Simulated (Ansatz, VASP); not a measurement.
Two plane-wave programs on TiAl3

```
Ti Al
1.0
    -1.91111    1.91111    4.28067
     1.91111   -1.91111    4.28067
     1.91111    1.91111   -4.28067
Ti Al
1 3
Direct
  0.00000 0.00000 0.00000
  0.25000 0.75000 0.50000
  0.75000 0.25000 0.50000
  0.50000 0.50000 0.00000
```

Alike in both runs: task single point; functional PBE; k mesh 10 × 10 × 10; occupations gaussian, width 0.015 eV; no spin polarisation.

```csv
,VASP,Ansatz
version,VASP 6.6.1,Ansatz 0.2.0
potentials or method,"VASP PAW PBE potentials, release 64 (Ti_sv, Al)",Ansatz PAW
plane-wave cutoff (eV),520,420
valence electrons in the cell,21,21
```

```csv
,VASP,Ansatz,Ansatz less VASP
gap on the k mesh at the Fermi level (eV),none,none,-
pressure (GPa),2.1,2.1,+0.03
"traceless stress, the component that is largest in VASP (GPa)",-0.15,-0.14,+0.003
```

A gap of «none» marks a metal or a gap that the smearing closes.
